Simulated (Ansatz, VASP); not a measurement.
**GaSb: VASP beside Ansatz**

Contents of INCAR:

```
SYSTEM = GaSb
PREC = Accurate ; ENCUT = 520
EDIFF = 1E-6 ; ISMEAR = -1
SIGMA = 0.05 ; LREAL = .FALSE.
LASPH = .TRUE. ; NELM = 80
ALGO = Normal ; ISIF = 2
LWAVE = .FALSE. ; LCHARG = .FALSE.
GGA = PS ; NBANDS = 16
```

File KPOINTS:

```
Automatic mesh
0
G
  11 11 11
  0 0 0
```

POSCAR

```
GaSb
1.0
    0.0000000000      2.5035561580      2.5035561580
    2.5035561580      0.0000000000      2.5035561580
    2.5035561580      2.5035561580      0.0000000000
Ga Sb
1 1
Direct
    0.0000000000      0.0000000000      0.0000000000
    0.2500000000      0.2500000000      0.2500000000
```

Input for Ansatz:

```yaml
crystal:
  lattice:
    - [0.0, 2.503556158, 2.503556158]
    - [2.503556158, 0.0, 2.503556158]
    - [2.503556158, 2.503556158, 0.0]
  atoms:
    - { symbol: Ga, position: [0.0, 0.0, 0.0] }
    - { symbol: Sb, position: [0.25, 0.25, 0.25] }
kpoints:
  mp_grid: { grid: [11, 11, 11] }
scf:
  occupations: { method: fermi_dirac, width: 0.05 }
hamiltonian:
  xc: pbesol
  pseudopotentials: { kind: paw, core: large }
output:
  forces: true
  stress: true
  eigenvalues: true
```

Change from the starting cell: volume scaled by 0.55, PAW files, core large.

Alike in both runs: task single point; functional PBEsol; k mesh 11 × 11 × 11; occupations fermi-dirac, width 0.05 eV; no spin polarisation.

|  | VASP | Ansatz |
| --- | --- | --- |
| version | VASP 6.6.1 | Ansatz 0.2.0 |
| potentials or method | VASP PAW PBE potentials, release 64 (Ga_d, Sb) | PAW with other files of Ansatz's library (core large), scalar-relativistic |
| plane-wave cutoff (eV) | 520 | 420 |
| valence electrons in the cell | 18 | 28 |

|  | VASP | Ansatz | Ansatz less VASP |
| --- | --- | --- | --- |
| pressure (GPa) | 121.2 | 121.0 | -0.24 |

VASP's potentials were made for PBE, not for PBEsol. Both programs put the cell under a high pressure, so it lies far from rest at this level. VASP's potentials hold 18 valence electrons a cell and Ansatz's 28, so a difference there can come from the potentials and not from the codes. Ansatz's warnings: datasets by core.

Spin-orbit coupling is off throughout. Noted on VASP's run: the cell as given lies far from equilibrium.
